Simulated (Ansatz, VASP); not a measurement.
Al2Cu in VASP and in Ansatz

```xyz
3
Lattice="2.8169 0.0000 0.0000 0.0000 2.8169 0.0000 0.0000 0.0000 5.7734" Properties=species:S:1:pos:R:3 pbc="T T T"
Al    1.4084    1.4084    1.5919
Al    1.4084    1.4084    4.1815
Cu    0.0000    0.0000    0.0000
```

Alike in both runs: functional PBEsol; k mesh 16 × 16 × 8; occupations gaussian, width 0.1 eV; no spin polarisation.

Ansatz relaxed the structure, and its values are those at the end. VASP's run is a single point on that final structure, the one shown.

|  | VASP | Ansatz |
| --- | --- | --- |
| version | VASP 6.6.1 | Ansatz 0.2.0 |
| potentials or method | VASP PAW PBE potentials, release 64 (Al, Cu), cutoff 520 eV | scalar-relativistic, plane waves, PAW |
| valence electrons in the cell | 17 | 25 |

```tsv
	VASP	Ansatz	Ansatz less VASP
gap on the k mesh at the Fermi level (eV)	none	none	-
pressure (GPa)	0.2	0.0	-0.26
rms of the force components (eV/Å)	0.005	0.001	-0.0046
```

VASP's potentials were made for PBE, not for PBEsol. A gap of «none» marks a metal or a gap that the smearing closes. VASP's potentials hold 17 valence electrons a cell and Ansatz's 25, so a difference there can come from the potentials and not from the codes.
